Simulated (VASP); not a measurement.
**BeTe: single point with PBE**

BeTe:

```
Be Te
1.0
    -1.78530    1.78530    8.65080
     1.78530   -1.78530    8.65080
     1.78530    1.78530   -8.65080
Be Te
2 2
Direct
  0.00000 0.00000 0.00000
  0.75000 0.25000 0.50000
  0.50000 0.50000 0.00000
  0.25000 0.75000 0.50000
```

The cell was generated, and may not be a known phase.

```json
{"Program": "VASP 6.6.1", "Task": "single point", "Functional": "PBE", "Potentials or basis": "VASP PAW PBE potentials, release 64 (Be, Te)", "Cutoff": "520 eV", "k mesh": "8 × 8 × 8", "Occupations": "gaussian, width 0.1 eV", "Spin": "no spin polarisation", "Dipole correction": "no", "Further INCAR settings": "ALGO = Normal; EDIFF = 1e-06; NBANDS = 16"}
```

```json
{
 "Pressure": "0.2 GPa",
 "Band gap on the k mesh": "zero (bands 8 and 9 overlap by 1.48 eV)"
}
```

Stress tensor (GPa, compression positive):
```
0.17 0.00 0.00
0.00 0.17 0.00
0.00 0.00 0.36
```

Levels at points of the mesh, in eV from the Fermi level:
```tsv
k point	band 6	band 7	band 8	band 9	band 10	band 11
(0.00, 0.00, 0.00)	-1.24	-1.24	-1.24	2.13	2.51	3.92
(0.50, 0.00, 0.00)	-0.87	0.94	1.01	1.19	2.09	3.18
(0.50, 0.50, 0.00)	-4.86	-0.99	-0.99	-0.10	-0.10	3.09
(0.50, 0.50, 0.50)	-1.30	-1.17	-1.17	2.43	2.43	5.17
```

It took 4 min on 1 thread of Intel(R) Xeon(R) 6975P-C (Granite Rapids), with other jobs on the host, peak memory 0.69 GiB.

Caveat: spin-orbit coupling is left out, which moves the levels of the heavy elements.
